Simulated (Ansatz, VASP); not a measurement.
Ca: VASP beside Ansatz

Contents of INCAR:

```
SYSTEM = Ca
PREC = Accurate
ENCUT = 520
EDIFF = 1E-6
ISMEAR = 0
SIGMA = 0.1
LREAL = .FALSE.
LASPH = .TRUE.
NELM = 60
ALGO = Fast
ISIF = 2
LWAVE = .FALSE.
LCHARG = .FALSE.
GGA = PS
NBANDS = 11
```

File KPOINTS:

```
regular mesh
0
G
  14 14 14
  0 0 0
```

POSCAR

```
Ca
1.0
   -2.0203220706      2.0901722850      2.4278681899
    2.0203220706     -2.0901722850      2.4278681899
    2.0203220706      2.0901722850     -2.4278681899
Ca
1
Direct
    0.5000000000      0.5000000000      0.0000000000
```

Input for Ansatz:

```yaml
crystal:
  lattice:
    - [-2.0203220706, 2.090172285, 2.4278681899]
    - [2.0203220706, -2.090172285, 2.4278681899]
    - [2.0203220706, 2.090172285, -2.4278681899]
  atoms:
    - { symbol: Ca, position: [0.5, 0.5, 0.0] }
basis:
  ecutwfc: 420
kpoints:
  mp_grid: { grid: [14, 14, 14] }
hamiltonian:
  xc: pbesol
scf:
  occupations: { method: gaussian, width: 0.1 }
output:
  forces: true
  stress: true
  eigenvalues: true
```

Alike in both runs: task single point; functional PBEsol; k mesh 14 × 14 × 14; occupations gaussian, width 0.1 eV; no spin polarisation.

|  | VASP | Ansatz |
| --- | --- | --- |
| version | VASP 6.6.1 | Ansatz 0.2.0 |
| potentials or method | VASP PAW PBE potentials, release 64 (Ca_sv), cutoff 520 eV | scalar-relativistic, plane waves, PAW |
| valence electrons in the cell | 10 | 10 |

```csv
,VASP,Ansatz,Ansatz less VASP
gap on the k mesh at the Fermi level (eV),none,none,-
pressure (GPa),-0.2,-0.2,-0.02
"traceless stress, the component that is largest in VASP (GPa)",-0.29,-0.29,-0.002
```

VASP's potentials were made for PBE, not for PBEsol. A gap of «none» marks a metal or a gap that the smearing closes. The functional is the same, so the differences come from potentials, cutoffs and numerics.
